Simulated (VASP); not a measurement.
# Ti in VASP: single point with PBE

Aim: the single point of Ti with PBE.

All numbers are computed with VASP 6.6.1; they aren't measurements. Logs are shortened: lines on timing, memory, paths and dates and some standing lists are left out, and cuts for length are marked.

## Step 1: The cell of the first run

The cell holds a slab with vacuum, 6 atoms: a = 2.832 Å, b = 4.580 Å, c = 23.551 Å, α = 90.00°, β = 90.00°, γ = 90.00°.

## Step 2: Single point, PBE

INCAR reads:

```
PREC = Accurate ; ENCUT = 520
EDIFF = 1E-7 ; ISMEAR = 0
SIGMA = 0.1 ; LREAL = False
LASPH = True ; NELM = 100
ALGO = Normal ; ISIF = 2
LWAVE = False ; LCHARG = False
LDIPOL = True ; IDIPOL = 3
DIPOL = 0.5 0.5 0.310 ; GGA = PE
NBANDS = 45
```

KPOINTS reads:

```
regular mesh
0
Gamma
  9 6 1
```

POSCAR reads:

```
Ti
1.0
    2.8321726458      0.0000000000      0.0000000000
    0.0000000000      4.5795363026      0.0000000000
    0.0000000000      0.0000000000     23.5510893874
Ti
6
Direct
    0.5000000000      0.0000000000      0.1698435233
    0.0000000000      0.5000000000      0.2259767339
    0.5000000000      0.0000000000      0.2821099444
    0.5000000000      0.5000000000      0.3394934593
    0.0000000000      0.0000000000      0.3940191404
    0.5000000000      0.5000000000      0.4480085492
```

Potentials or basis: VASP PAW PBE potentials, release 64 (Ti_sv).

Launch:

```bash
> cat potpaw_PBE.64/Ti_sv/POTCAR > POTCAR
> mpirun -np 1 vasp_std > vasp.out
```

OUTCAR:

```text
PREC = Accurate
   ENCUT = 520
   EDIFF = 1E-7
   ISMEAR = 0
   LREAL = False
   LASPH = True
   NELM = 100
   ISIF = 2
   GGA = PE

 ion  position               nearest neighbor table
   1  0.500  0.000  0.170-   3 2.64
   2  0.000  0.500  0.226-
   3  0.500  0.000  0.282-   1 2.64   4 2.66   4 2.66
   4  0.500  0.500  0.339-   6 2.56   3 2.66   3 2.66
   5  0.000  0.000  0.394-
   6  0.500  0.500  0.448-   4 2.56

  LATTYP: Found a simple orthorhombic cell.
 ALAT       =     2.8321726458
 B/A-ratio  =     1.6169693290
 C/A-ratio  =     8.3155556997

  Lattice vectors:

 A1 = (   2.8321726458,   0.0000000000,   0.0000000000)
 A2 = (   0.0000000000,   4.5795363026,   0.0000000000)
 A3 = (   0.0000000000,   0.0000000000,  23.5510893874)

Analysis of symmetry for initial positions (statically):
=====================================================================
 Subroutine PRICEL returns:
 Original cell was already a primitive cell.

 Routine SETGRP: Setting up the symmetry group for a
 simple orthorhombic supercell.

 Subroutine GETGRP returns: Found  4 space group operations
 (whereof  4 operations were pure point group operations)
 out of a pool of  8 trial point group operations.

The static configuration has the point symmetry C_2v.

Analysis of symmetry for dynamics (positions and initial velocities):
=====================================================================
 Subroutine PRICEL returns:
 Original cell was already a primitive cell.

 Routine SETGRP: Setting up the symmetry group for a
 simple orthorhombic supercell.

 Subroutine GETGRP returns: Found  4 space group operations
 (whereof  4 operations were pure point group operations)
 out of a pool of  8 trial point group operations.

The dynamic configuration has the point symmetry C_2v.

 Subroutine INISYM returns: Found  4 space group operations
 (whereof  4 operations are pure point group operations),
 and found     1 'primitive' translations

----------------------------------------------------------------------------------------

                                     Primitive cell

  volume of cell :     305.4585

  direct lattice vectors                    reciprocal lattice vectors
     2.832172646  0.000000000  0.000000000     0.353085820  0.000000000  0.000000000
     0.000000000  4.579536303  0.000000000     0.000000000  0.218362719  0.000000000
     0.000000000  0.000000000 23.551089387     0.000000000  0.000000000  0.042460881

  length of vectors
     2.832172646  4.579536303 23.551089387     0.353085820  0.218362719  0.042460881

  position of ions in fractional coordinates (direct lattice)
     0.500000000  0.000000000  0.169843523
     0.000000000  0.500000000  0.225976734
     0.500000000  0.000000000  0.282109944
     0.500000000  0.500000000  0.339493459
     0.000000000  0.000000000  0.394019140
     0.500000000  0.500000000  0.448008549

  ion indices of the primitive-cell ions
   primitive index   ion index
                 1           1
                 2           2
                 3           3
                 4           4
                 5           5
                 6           6

----------------------------------------------------------------------------------------

 KPOINTS: regular mesh

Automatic generation of k-mesh.
 Grid dimensions read from file:
 generate k-points for:    9    6    1

 Generating k-lattice:

  Cartesian coordinates                     Fractional coordinates (reciprocal lattice)
     0.039231758  0.000000000  0.000000000     0.111111111  0.000000000  0.000000000
     0.000000000  0.036393787  0.000000000     0.000000000  0.166666667  0.000000000
     0.000000000  0.000000000  0.042460881     0.000000000  0.000000000  1.000000000

  Length of vectors
     0.039231758  0.036393787  0.042460881

  Shift w.r.t. Gamma in fractional coordinates (k-lattice)
     0.000000000  0.000000000  0.000000000

 Subroutine IBZKPT returns following result:
 ===========================================

 Found     20 irreducible k-points:

 Following reciprocal coordinates:
            Coordinates               Weight
  0.000000  0.000000  0.000000      1.000000
  0.111111  0.000000  0.000000      2.000000
  0.222222  0.000000  0.000000      2.000000
  0.333333  0.000000  0.000000      2.000000
  0.444444  0.000000  0.000000      2.000000
  0.000000  0.166667  0.000000      2.000000
[... 12 lines left out ...]
  0.333333  0.500000  0.000000      2.000000
  0.444444  0.500000  0.000000      2.000000
   k-points           NKPTS =     20   k-points in BZ     NKDIM =     20   number of bands    NBANDS=     45
   number of dos      NEDOS =    301   number of ions     NIONS =      6
   total plane-waves  NPLWV = 155520
   dimension x,y,z NGX =    24 NGY =   36 NGZ =  180
   dimension x,y,z NGXF=    48 NGYF=   72 NGZF=  360
   ions per type =               6
   NGX,Y,Z   is equivalent  to a cutoff of  14.09, 13.07, 12.71 a.u.
   NGXF,Y,Z  is equivalent  to a cutoff of  28.18, 26.14, 25.41 a.u.
 SYSTEM =  unknown system
   PREC   = accura    normal or accurate (medium, high low for compatibility)
   ISTART =      0    job   : 0-new  1-cont  2-samecut
   ICHARG =      2    charge: 1-file 2-atom 10-const
   ISPIN  =      1    spin polarized calculation?
   LNONCOLLINEAR =      F non collinear calculations
   LSORBIT =      F    spin-orbit coupling
   LASPH  =      T    aspherical Exc in radial PAW
   ENCUT  =  520.0 eV  38.22 Ry    6.18 a.u.   5.27  8.51 43.79*2*pi/ulx,y,z
   NELM   =    100;   NELMIN=  2; NELMDL= -5     # of ELM steps
   EDIFF  = 0.1E-06   stopping-criterion for ELM
   LREAL  =      F    real-space projection
   EDIFFG = 0.1E-05   stopping-criterion for IOM
   NSW    =      0    number of steps for IOM
   IBRION =     -1    ionic relax: 0-MD 1-quasi-New 2-CG
   NFREE  =      0    steps in history (QN), initial steepest desc. (CG)
   ISIF   =      2    stress and relaxation
   ISYM   =      2    0-nonsym 1-usesym 2-fastsym
   POTIM  = 0.5000    time-step for ionic-motion
   TEBEG  =    0.0;   TEEND  =   0.0 temperature during run
   PSTRESS=    0.0 pullay stress
   NELECT =      72.0000    total number of electrons
   NUPDOWN=      -1.0000    fix difference up-down
   EMIN   =  10.00;   EMAX   =-10.00  energy-range for DOS
   EFERMI =   0.00;   METHOD = LEGACY
   ISMEAR =     0;   SIGMA  =   0.10  broadening in eV -4-tet -1-fermi 0-gaus
   EFERMI_NEDOS =   21; number of points for ismear=-14 and -15
   IALGO  =     38    algorithm
   IMIX   =      4    mixing-type and parameters
     AMIX     =   0.40;   BMIX     =  1.00
     AMIX_MAG =   1.60;   BMIX_MAG =  1.00
  volume/ion in A,a.u.               =      50.91       343.56
  Fermi-wavevector in a.u.,A,eV,Ry     =   1.011273  1.911028 13.914302  1.022672
  Thomas-Fermi vector in A             =   2.144312
   LORBIT       =      0    0 simple, 1 ext, 2 COOP (PROOUT), +10 PAW based schemes
   GGA     = PE    functional components
   LHFCALC =     F    Hartree Fock is set to
   AEXX    =    0.0000 exact exchange contribution
   IVDW    =     0    specifies the selected vdW correction
   LEPSILON=     F    determine dielectric tensor
   LRPA    =     F    only Hartree local field effects (RPA)
 non-spin polarized calculation
 Gauss-broadening in eV      SIGMA  =   0.10
  energy-cutoff  :      520.00
  volume of cell :      305.46
 maximum number of plane-waves:      8274
 NGX is ok and might be reduce to    24
   NGX = 11   NGY = 17   NGZ = 87

 dipolmoment           0.000000      0.000000     -0.000619 electrons x Angstroem

 number of electron      72.0000008 magnetization

 dipolmoment           0.000000      0.000000      0.003725 electrons x Angstroem

 Free energy of the ion-electron system (eV)
  ---------------------------------------------------
  ext. energy  EPLUGINS =         0.00000000
  ---------------------------------------------------
  free energy    TOTEN  =       -43.45849310 eV

  energy without entropy =      -43.41538282  energy(sigma->0) =      -43.43693796

 E-fermi :   0.6679     XC(G=0):  -4.8566

 val. band max:        0.6662115893   @ k =   0.2222   0.0000   0.0000
 cond. band min:       0.6765829098   @ k =   0.1111   0.3333   0.0000
 fundamental gap:      0.0103713205
 Fermi energy:         0.6679345198

 k-point     1 :       0.0000    0.0000    0.0000
  band No.  band energies     occupation
      1     -56.3124      2.00000
      2     -56.2703      2.00000
      3     -56.1923      2.00000
      4     -56.1577      2.00000
      5     -55.9438      2.00000
      6     -55.8290      2.00000
[... 37 lines left out ...]
     44       1.8238      0.00000
     45       2.1961      0.00000

 k-point     2 :       0.1111    0.0000    0.0000
  band No.  band energies     occupation
      1     -56.3053      2.00000
      2     -56.2629      2.00000
      3     -56.1865      2.00000
      4     -56.1522      2.00000
      5     -55.9380      2.00000
      6     -55.8229      2.00000
[... 37 lines left out ...]
     44       1.7358      0.00000
     45       2.0169      0.00000

 k-point     3 :       0.2222    0.0000    0.0000
  band No.  band energies     occupation
      1     -56.2873      2.00000
      2     -56.2439      2.00000
      3     -56.1720      2.00000
      4     -56.1384      2.00000
      5     -55.9234      2.00000
      6     -55.8074      2.00000
[... 37 lines left out ...]
     44       1.9259      0.00000
     45       2.0963      0.00000

 k-point     4 :       0.3333    0.0000    0.0000
  band No.  band energies     occupation
      1     -56.2665      2.00000
      2     -56.2220      2.00000
      3     -56.1555      2.00000
      4     -56.1228      2.00000
      5     -55.9067      2.00000
      6     -55.7897      2.00000
[... 709 lines left out ...]
     44       1.3345      0.00000
     45       1.8554      0.00000

 k-point    19 :       0.3333    0.5000    0.0000
  band No.  band energies     occupation
      1     -56.2645      2.00000
      2     -56.2189      2.00000
      3     -56.1568      2.00000
      4     -56.1249      2.00000
      5     -55.8732      2.00000
      6     -55.8252      2.00000
[... 37 lines left out ...]
     44       1.5482      0.00000
     45       2.0426      0.00000

 k-point    20 :       0.4444    0.5000    0.0000
  band No.  band energies     occupation
      1     -56.2526      2.00000
      2     -56.2070      2.00000
      3     -56.1448      2.00000
      4     -56.1129      2.00000
      5     -55.8614      2.00000
      6     -55.8132      2.00000
[... 37 lines left out ...]
     44       1.8727      0.00000
     45       1.9759      0.00000

------------------------ aborting loop because EDIFF is reached ----------------------------------------

 vacuum level on the upper side and lower side of the slab       (xc-potential included)        -0.081        -0.130

  FORCE on cell =-STRESS in cart. coord.  units (eV):
  Direction    XX          YY          ZZ          XY          YZ          ZX
  --------------------------------------------------------------------------------------
  -------------------------------------------------------------------------------------
  Total       -3.1730243     -5.9749088     -1.1393829      0.0000000      0.0000000      0.0000000
  in kB      -16.6430051    -31.3393245     -5.9762402      0.0000000      0.0000000      0.0000000
  external PRESSURE =     -17.9861899 kB  Pullay stress =       0.0000000 kB

 VOLUME and BASIS-vectors are now :
 -----------------------------------------------------------------------------
  energy-cutoff  :      520.00
  volume of cell :      305.46
      direct lattice vectors                 reciprocal lattice vectors
     2.832172646  0.000000000  0.000000000     0.353085820  0.000000000  0.000000000
     0.000000000  4.579536303  0.000000000     0.000000000  0.218362719  0.000000000
     0.000000000  0.000000000 23.551089387     0.000000000  0.000000000  0.042460881

 POSITION                                       TOTAL-FORCE (eV/Angst)
 -----------------------------------------------------------------------------------
      1.41609      0.00000      4.00000         0.000000      0.000000      0.367453
      0.00000      2.28977      5.32200         0.000000      0.000000      0.017955
      1.41609      0.00000      6.64400         0.000000      0.000000     -0.326497
      1.41609      2.28977      7.99544         0.000000      0.000000     -0.027594
      0.00000      0.00000      9.27958         0.000000      0.000000     -0.038905
      1.41609      2.28977     10.55109         0.000000      0.000000      0.007588
 -----------------------------------------------------------------------------------
    total drift:                                0.000000      0.000000      0.001823

  FREE ENERGIE OF THE ION-ELECTRON SYSTEM (eV)
  ---------------------------------------------------
  free  energy   TOTEN  =       -43.4584930988 eV

  energy  without entropy=      -43.4153828177  energy(sigma->0) =      -43.43693796

 vacuum level on the upper side and lower side of the slab         4.004         3.954
```

Wall time 7.9 min (1 thread of Intel Xeon Platinum 8488C (Sapphire Rapids), shared host); peak memory 0.47 GiB.

What came out:

```
Free energy            : -43.4585 eV
Largest force          : 0.367 eV/Å
Band gap on the k mesh : zero (band 36 reaches 0.71 eV, above the bottom of band 37 at 0.53 eV)
```

Forces in eV/Å, atoms in the order of the input:
```
Ti   0.000  0.000  0.367
Ti   0.000  0.000  0.018
Ti   0.000  0.000 -0.326
Ti   0.000  0.000 -0.028
Ti   0.000  0.000 -0.039
Ti   0.000  0.000  0.008
```

Levels at points of the mesh, in eV from the Fermi level:
| k point | band 33 | band 34 | band 35 | band 36 | band 37 | band 38 | band 39 | band 40 |
| --- | --- | --- | --- | --- | --- | --- | --- | --- |
| (0.00, 0.00, 0.00) | -0.70 | -0.62 | -0.17 | -0.04 | 0.05 | 0.12 | 0.31 | 0.33 |
| (0.00, 0.50, 0.00) | -0.49 | -0.48 | -0.26 | -0.25 | 0.23 | 0.23 | 0.37 | 0.38 |
